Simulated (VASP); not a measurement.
# Sb (R-3m) in VASP: further runs

Runs on Sb. Level: PBE. Tasks: single point, relaxation of cell and atoms.

Program: VASP 6.6.1. These are calculated values, not measurements. Logs are shortened: lines on timing, memory, paths and dates and some standing lists are left out, and cuts for length are marked.

### Step 1. The cell of the first run

It takes space group R-3m (No. 166, trigonal). Conventional cell: a = 4.062 Å, b = 4.062 Å, c = 14.590 Å, α = 90.00°, β = 90.00°, γ = 120.00°. Sb (site symmetry 3m) has 1 Sb at 1.68 Å within 2.2 Å.

### Step 2. Single point, PBE

Input file INCAR:

```
SYSTEM = Sb
PREC     = Accurate       ! precision mode
ENCUT    = 500            ! plane-wave cutoff, eV
EDIFF    = 1E-6           ! SCF threshold, eV
ISMEAR   = 0              ! smearing method
SIGMA    = 0.1            ! smearing width, eV
LREAL    = .False.        ! projectors in reciprocal space
LASPH    = .True.         ! aspherical terms in the spheres
NELM     = 120            ! most SCF steps
ALGO     = Normal         ! electronic algorithm
ISIF     = 2              ! what is computed and relaxed
LWAVE    = .False.        ! write WAVECAR
LCHARG   = .False.        ! write CHGCAR
GGA      = PE             ! functional
NBANDS   = 22             ! bands
GGA_COMPAT= .False.
```

Input file KPOINTS:

```
Automatic mesh
0
Gamma
  6 6 6
  0 0 0
```

Input file POSCAR:

```
Sb
1.0
    2.0309691247      1.1725805708      4.8632850834
   -2.0309691247      1.1725805708      4.8632850834
    0.0000000000     -2.3451611417      4.8632850834
Sb
2
Direct
    0.0577000000      0.0577000000      0.0577000000
    0.9423000000      0.9423000000      0.9423000000
```

Potentials or basis: VASP PAW PBE potentials, release 64 (Sb_d_GW).

On the command line:

```
$ cat potpaw_PBE.64/Sb_d_GW/POTCAR > POTCAR
$ mpirun -np 1 vasp_std > vasp.out
```

OUTCAR:

```text
SYSTEM = Sb
   PREC = Accurate
   ENCUT = 500
   EDIFF = 1E-6
   ISMEAR = 0
   LREAL = .False.
   LASPH = .True.
   NELM = 120
   ISIF = 2
   GGA = PE

 ion  position               nearest neighbor table
   1  0.058  0.058  0.058-   2 1.68
   2  0.942  0.942  0.942-   1 1.68

 -----------------------------------------------------------------------------
|                                                                             |
|           W    W    AA    RRRRR   N    N  II  N    N   GGGG   !!!           |
|           W    W   A  A   R    R  NN   N  II  NN   N  G    G  !!!           |
|           W    W  A    A  R    R  N N  N  II  N N  N  G       !!!           |
|           W WW W  AAAAAA  RRRRR   N  N N  II  N  N N  G  GGG   !            |
|           WW  WW  A    A  R   R   N   NN  II  N   NN  G    G                |
|           W    W  A    A  R    R  N    N  II  N    N   GGGG   !!!           |
|                                                                             |
|     The distance between some ions is very small. Please check the          |
|     nearest-neighbor list in the OUTCAR file.                               |
|     I HOPE YOU KNOW WHAT YOU ARE DOING!                                     |
|                                                                             |
 -----------------------------------------------------------------------------

  LATTYP: Found a trigonal (rhomboedric) cell.
 ALAT       =     5.3991964757
 COS(alpha) =     0.7170052526

  Lattice vectors:

 A1 = (   2.0309691247,   1.1725805708,   4.8632850834)
 A2 = (  -2.0309691247,   1.1725805708,   4.8632850834)
 A3 = (   0.0000000000,  -2.3451611417,   4.8632850834)

Analysis of symmetry for initial positions (statically):
=====================================================================
 Subroutine PRICEL returns:
 Original cell was already a primitive cell.

 Routine SETGRP: Setting up the symmetry group for a
 trigonal (rhombohedral) supercell.

 Subroutine GETGRP returns: Found 12 space group operations
 (whereof 12 operations were pure point group operations)
 out of a pool of 12 trial point group operations.

The static configuration has the point symmetry D_3d.

Analysis of symmetry for dynamics (positions and initial velocities):
=====================================================================
 Subroutine PRICEL returns:
 Original cell was already a primitive cell.

 Routine SETGRP: Setting up the symmetry group for a
 trigonal (rhombohedral) supercell.

 Subroutine GETGRP returns: Found 12 space group operations
 (whereof 12 operations were pure point group operations)
 out of a pool of 12 trial point group operations.

The dynamic configuration has the point symmetry D_3d.

 Subroutine INISYM returns: Found 12 space group operations
 (whereof 12 operations are pure point group operations),
 and found     1 'primitive' translations

----------------------------------------------------------------------------------------

                                     Primitive cell

  volume of cell :      69.4907

  direct lattice vectors                    reciprocal lattice vectors
     2.030969125  1.172580571  4.863285083     0.246187888  0.142136644  0.068540776
    -2.030969125  1.172580571  4.863285083    -0.246187888  0.142136644  0.068540776
     0.000000000 -2.345161142  4.863285083     0.000000000 -0.284273287  0.068540776

  length of vectors
     5.399196476  5.399196476  5.399196476     0.292419459  0.292419459  0.292419459

  position of ions in fractional coordinates (direct lattice)
     0.057700000  0.057700000  0.057700000
     0.942300000  0.942300000  0.942300000

  ion indices of the primitive-cell ions
   primitive index   ion index
                 1           1
                 2           2

----------------------------------------------------------------------------------------

 KPOINTS: Automatic mesh

Automatic generation of k-mesh.
 Grid dimensions read from file:
 generate k-points for:    6    6    6

 Generating k-lattice:

  Cartesian coordinates                     Fractional coordinates (reciprocal lattice)
     0.041031315  0.023689441  0.011423463     0.166666667 -0.000000000  0.000000000
    -0.041031315  0.023689441  0.011423463    -0.000000000  0.166666667  0.000000000
     0.000000000 -0.047378881  0.011423463     0.000000000  0.000000000  0.166666667

  Length of vectors
     0.048736576  0.048736576  0.048736576

  Shift w.r.t. Gamma in fractional coordinates (k-lattice)
     0.000000000  0.000000000  0.000000000

 Subroutine IBZKPT returns following result:
 ===========================================

 Found     32 irreducible k-points:

 Following reciprocal coordinates:
            Coordinates               Weight
  0.000000  0.000000  0.000000      1.000000
  0.166667  0.000000  0.000000      6.000000
  0.333333  0.000000  0.000000      6.000000
  0.500000  0.000000  0.000000      3.000000
  0.166667  0.166667  0.000000      6.000000
  0.333333  0.166667  0.000000     12.000000
[... 16 lines left out ...]
  0.500000  0.500000  0.166667      6.000000
 -0.333333  0.500000  0.166667     12.000000
 [... further k-points ...]
   k-points           NKPTS =     32   k-points in BZ     NKDIM =     32   number of bands    NBANDS=     22
   number of dos      NEDOS =    301   number of ions     NIONS =      2
   total plane-waves  NPLWV =  64000
   dimension x,y,z NGX =    40 NGY =   40 NGZ =   40
   dimension x,y,z NGXF=    80 NGYF=   80 NGZF=   80
   ions per type =               2
   NGX,Y,Z   is equivalent  to a cutoff of  12.32, 12.32, 12.32 a.u.
   NGXF,Y,Z  is equivalent  to a cutoff of  24.63, 24.63, 24.63 a.u.
 SYSTEM =  Sb
   PREC   = accura    normal or accurate (medium, high low for compatibility)
   ISTART =      0    job   : 0-new  1-cont  2-samecut
   ICHARG =      2    charge: 1-file 2-atom 10-const
   ISPIN  =      1    spin polarized calculation?
   LNONCOLLINEAR =      F non collinear calculations
   LSORBIT =      F    spin-orbit coupling
   LASPH  =      T    aspherical Exc in radial PAW
   ENCUT  =  500.0 eV  36.75 Ry    6.06 a.u.   9.84  9.84  9.84*2*pi/ulx,y,z
   NELM   =    120;   NELMIN=  2; NELMDL= -5     # of ELM steps
   EDIFF  = 0.1E-05   stopping-criterion for ELM
   LREAL  =      F    real-space projection
   EDIFFG = 0.1E-04   stopping-criterion for IOM
   NSW    =      0    number of steps for IOM
   IBRION =     -1    ionic relax: 0-MD 1-quasi-New 2-CG
   NFREE  =      0    steps in history (QN), initial steepest desc. (CG)
   ISIF   =      2    stress and relaxation
   ISYM   =      2    0-nonsym 1-usesym 2-fastsym
   POTIM  = 0.5000    time-step for ionic-motion
   TEBEG  =    0.0;   TEEND  =   0.0 temperature during run
   PSTRESS=    0.0 pullay stress
   NELECT =      30.0000    total number of electrons
   NUPDOWN=      -1.0000    fix difference up-down
   EMIN   =  10.00;   EMAX   =-10.00  energy-range for DOS
   EFERMI =   0.00;   METHOD = LEGACY
   ISMEAR =     0;   SIGMA  =   0.10  broadening in eV -4-tet -1-fermi 0-gaus
   EFERMI_NEDOS =   21; number of points for ismear=-14 and -15
   IALGO  =     38    algorithm
   IMIX   =      4    mixing-type and parameters
     AMIX     =   0.40;   BMIX     =  1.00
     AMIX_MAG =   1.60;   BMIX_MAG =  1.00
  volume/ion in A,a.u.               =      34.75       234.47
  Fermi-wavevector in a.u.,A,eV,Ry     =   1.237294  2.338147 20.829112  1.530897
  Thomas-Fermi vector in A             =   2.371867
   LORBIT       =      0    0 simple, 1 ext, 2 COOP (PROOUT), +10 PAW based schemes
   GGA     = PE    functional components
   LHFCALC =     F    Hartree Fock is set to
   AEXX    =    0.0000 exact exchange contribution
   IVDW    =     0    specifies the selected vdW correction
   LEPSILON=     F    determine dielectric tensor
   LRPA    =     F    only Hartree local field effects (RPA)
 non-spin polarized calculation
 Gauss-broadening in eV      SIGMA  =   0.10
  energy-cutoff  :      500.00
  volume of cell :       69.49
 maximum number of plane-waves:      1799
   NGX = 19   NGY = 19   NGZ = 19

 number of electron      29.9999997 magnetization

 Free energy of the ion-electron system (eV)
  ---------------------------------------------------
  ext. energy  EPLUGINS =         0.00000000
  ---------------------------------------------------
  free energy    TOTEN  =        12.90976921 eV

  energy without entropy =       12.91457203  energy(sigma->0) =       12.91217062

 E-fermi :   4.1331     XC(G=0):  -8.8906

 val. band max:        4.0503459671   @ k =  -0.1667   0.3333   0.1667
 cond. band min:       4.1830120593   @ k =  -0.1667   0.5000   0.1667
 fundamental gap:      0.1326660923
 Fermi energy:         4.1330762749

 k-point     1 :       0.0000    0.0000    0.0000
  band No.  band energies     occupation
      1     -31.3049      2.00000
      2     -29.3236      2.00000
      3     -29.3236      2.00000
      4     -26.8427      2.00000
      5     -26.8427      2.00000
      6     -26.2211      2.00000
[... 14 lines left out ...]
     21      10.5304      0.00000
     22      12.7034      0.00000

 k-point     2 :       0.1667    0.0000    0.0000
  band No.  band energies     occupation
      1     -31.3046      2.00000
      2     -29.3250      2.00000
      3     -29.3238      2.00000
      4     -26.8426      2.00000
      5     -26.8404      2.00000
      6     -26.2211      2.00000
[... 14 lines left out ...]
     21      11.1791      0.00000
     22      12.4586      0.00000

 k-point     3 :       0.3333    0.0000    0.0000
  band No.  band energies     occupation
      1     -31.3040      2.00000
      2     -29.3278      2.00000
      3     -29.3241      2.00000
      4     -26.8424      2.00000
      5     -26.8358      2.00000
      6     -26.2211      2.00000
[... 14 lines left out ...]
     21      12.5283      0.00000
     22      13.1567      0.00000

 k-point     4 :       0.5000    0.0000    0.0000
  band No.  band energies     occupation
      1     -31.3036      2.00000
      2     -29.3292      2.00000
      3     -29.3242      2.00000
      4     -26.8423      2.00000
      5     -26.8335      2.00000
      6     -26.2212      2.00000
[... 14 lines left out ...]
     21      14.4225      0.00000
     22      15.9985      0.00000

 k-point     5 :       0.1667    0.1667    0.0000
  band No.  band energies     occupation
      1     -31.3045      2.00000
      2     -29.3246      2.00000
      3     -29.3246      2.00000
      4     -26.8428      2.00000
      5     -26.8403      2.00000
      6     -26.2210      2.00000
[... 14 lines left out ...]
     21      11.7816      0.00000
     22      12.7368      0.00000

 k-point     6 :       0.3333    0.1667    0.0000
  band No.  band energies     occupation
      1     -31.3040      2.00000
      2     -29.3270      2.00000
      3     -29.3247      2.00000
      4     -26.8420      2.00000
      5     -26.8374      2.00000
      6     -26.2206      2.00000
[... 14 lines left out ...]
     21      12.2046      0.00000
     22      13.4984      0.00000

 k-point     7 :       0.5000    0.1667    0.0000
  band No.  band energies     occupation
      1     -31.3035      2.00000
      2     -29.3288      2.00000
      3     -29.3250      2.00000
      4     -26.8408      2.00000
      5     -26.8350      2.00000
      6     -26.2202      2.00000
[... 324 lines left out ...]
      6     -26.2205      2.00000
[... 14 lines left out ...]
     21      12.5188      0.00000
     22      13.3379      0.00000

 k-point    21 :      -0.3333    0.3333    0.1667
  band No.  band energies     occupation
      1     -31.3034      2.00000
      2     -29.3284      2.00000
      3     -29.3261      2.00000
      4     -26.8410      2.00000
      5     -26.8349      2.00000
      6     -26.2199      2.00000
[... 14 lines left out ...]
     21      12.0198      0.00000
     22      13.0202      0.00000

 k-point    22 :      -0.1667    0.3333    0.1667
  band No.  band energies     occupation
      1     -31.3035      2.00000
      2     -29.3279      2.00000
      3     -29.3259      2.00000
      4     -26.8411      2.00000
      5     -26.8348      2.00000
      6     -26.2199      2.00000
[... 14 lines left out ...]
     21      13.0485      0.00000
     22      13.3363      0.00000

 k-point    23 :       0.5000    0.5000    0.1667
  band No.  band energies     occupation
      1     -31.3034      2.00000
      2     -29.3272      2.00000
      3     -29.3270      2.00000
      4     -26.8429      2.00000
      5     -26.8355      2.00000
      6     -26.2206      2.00000
[... 14 lines left out ...]
     21      12.7402      0.00000
     22      13.4414      0.00000

 k-point    24 :      -0.3333    0.5000    0.1667
  band No.  band energies     occupation
      1     -31.3033      2.00000
      2     -29.3276      2.00000
      3     -29.3274      2.00000
      4     -26.8413      2.00000
      5     -26.8347      2.00000
      6     -26.2197      2.00000
[... 14 lines left out ...]
     21      12.0517      0.00000
     22      13.4888      0.00000

 [... further k-points ...]
[... 5 lines left out ...]
  --------------------------------------------------------------------------------------
  -------------------------------------------------------------------------------------
  Total        1.2530013      1.2530013    125.9897272      0.0000000     -0.0000000      0.0000000
  in kB       28.8891733     28.8891733   2904.8166425      0.0000000     -0.0000000      0.0000000
  external PRESSURE =     987.5316630 kB  Pullay stress =       0.0000000 kB

 VOLUME and BASIS-vectors are now :
 -----------------------------------------------------------------------------
  energy-cutoff  :      500.00
  volume of cell :       69.49
      direct lattice vectors                 reciprocal lattice vectors
     2.030969125  1.172580571  4.863285083     0.246187888  0.142136644  0.068540776
    -2.030969125  1.172580571  4.863285083    -0.246187888  0.142136644  0.068540776
     0.000000000 -2.345161142  4.863285083     0.000000000 -0.284273287  0.068540776

 POSITION                                       TOTAL-FORCE (eV/Angst)
 -----------------------------------------------------------------------------------
      0.00000     -0.00000      0.84183         0.000000     -0.000000     75.720326
      0.00000     -0.00000     13.74802         0.000000      0.000000    -75.720326
 -----------------------------------------------------------------------------------
    total drift:                                0.000000     -0.000000      0.000000

  FREE ENERGIE OF THE ION-ELECTRON SYSTEM (eV)
  ---------------------------------------------------
  free  energy   TOTEN  =        12.9097692064 eV

  energy  without entropy=       12.9145720299  energy(sigma->0) =       12.91217062
```

Wall time 2.4 min (1 thread of AMD EPYC 7R13 (Zen 3), shared host); peak memory 0.22 GiB.

Results:

| Quantity | Value |
| --- | --- |
| Free energy | 12.9098 eV |
| Pressure | 98.8 GPa |
| Largest force | 75.720 eV/Å |
| Band gap on the k mesh | zero (band 15 reaches 4.59 eV, above the bottom of band 16 at 4.05 eV) |

Forces in eV/Å, atoms in the order of the input:
```
Sb    0.000   0.000  75.720
Sb    0.000   0.000 -75.720
```

Stress tensor (GPa, compression positive):
```
  2.89   0.00   0.00
  0.00   2.89   0.00
  0.00   0.00 290.48
```

Caveat: spin-orbit coupling is left out, which moves the levels of the heavy elements; forces of over 1 eV/Å act on the atoms, so gaps and moduli don't describe the material at rest.

### Step 3. Relaxation of cell and atoms, PBE

Input file INCAR:

```
  ALGO = Normal
  EDIFF = 1E-7
  EDIFFG = -0.04
  ENCUT = 500
  GGA = PE
  GGA_COMPAT = F
  IBRION = 2
  ISIF = 3
  ISMEAR = 0
  LASPH = T
  LCHARG = F
  LREAL = F
  LWAVE = F
  NELM = 120
  NELMIN = 4
  NSW = 90
  PREC = Accurate
  SIGMA = 0.1
```

Input file KPOINTS:

```
k-points
0
Gamma
  6 6 6
```

POSCAR is that of step 2.

Potentials or basis: VASP PAW PBE potentials, release 64 (Sb_d_GW).

On the command line:

```
$ cat potpaw_PBE.64/Sb_d_GW/POTCAR > POTCAR
$ mpirun -np 1 vasp_std > vasp.out
```

It took 22 min on 1 thread of Intel Xeon 6975P-C (Granite Rapids), shared host; peak memory 0.31 GiB.

It converged, with:

```
Free energy                            : -8.3344 eV
Relaxed volume                         : 32.24 Å³/atom
Relaxed cell                           : a = 4.640 Å, b = 4.640 Å, c = 4.640 Å, α = 56.23°, β = 56.23°, γ = 56.23°
Space group after relaxing (to 0.05 Å) : R-3m (No. 166)
Energy gained by relaxing              : 10622.1 meV/atom
Ionic steps                            : 48
Pressure after relaxing                : -0.1 GPa
Largest force after relaxing           : 0.007 eV/Å
Band gap on the k mesh                 : zero (band 15 reaches 4.66 eV, above the bottom of band 16 at 4.49 eV)
```

Forces in eV/Å, atoms in the order of the input:
```
Sb   0.000  0.000  0.007
Sb   0.000  0.000 -0.007
```

The path:
```
step  energy change (eV)  largest force (eV/Å)  pressure (GPa)  volume (Å³)
   1              0.0000               75.7236           98.72        69.49
   3             -7.8136                0.6057          -30.63       159.14
   5            -16.7426                0.1603          -12.03       122.89
   7            -20.7025                1.8310           -3.95        82.70
   9            -21.0483                0.1152            0.98        77.24
  11            -21.0489                0.0821            1.43        76.82
  13            -21.0709                0.1963           -0.38        80.22
  15            -21.0771                0.1002           -0.12        80.16
  17            -21.0828                0.1053           -0.08        78.90
  19            -21.1249                0.1803            0.12        73.12
  21            -20.4142                0.6691           19.35        47.80
  23            -20.9687                0.9704            9.19        55.42
  25            -21.0995                1.1700            5.94        59.78
  27            -21.1047                1.1868            5.72        60.20
  29            -21.1052                1.1798            5.74        60.12
  31            -21.1066                1.1336            5.79        59.82
  33            -21.1069                1.0984            5.87        59.53
  35            -21.1104                1.0822            5.76        59.61
  37            -21.1258                1.0238            5.30        59.97
  39            -21.1760                0.7998            3.55        61.40
  41            -21.2209                0.0286           -1.82        67.34
  43            -21.2313                0.2514           -0.37        65.41
  45            -21.2365                0.1944           -0.31        65.20
  47            -21.2432                0.0675            0.04        64.21
  48            -21.2442                0.0072           -0.07        64.48
```

Final structure:
```
Sb
1.0
     2.18670    1.26249    3.89276
    -2.18670    1.26249    3.89276
     0.00000   -2.52498    3.89276
Sb
2
Cartesian
  0.0000 0.0000 2.6990
  0.0000 0.0000 8.9793
```

Levels at points of the mesh, in eV from the Fermi level:
```
           k point  band 13  band 14  band 15  band 16  band 17  band 18
(0.00, 0.00, 0.00)    -1.91    -1.62    -1.62     1.88     2.57     2.57
(0.50, 0.00, 0.00)    -1.91    -1.85    -0.25    -0.17     0.32     0.81
(0.50, 0.50, 0.00)    -4.96    -3.41    -3.33     1.67     4.63     5.41
(0.50, 0.50, 0.50)    -1.22    -1.22    -0.50     0.40     0.40     1.19
```

Caveat: spin-orbit coupling is left out, which moves the levels of the heavy elements.
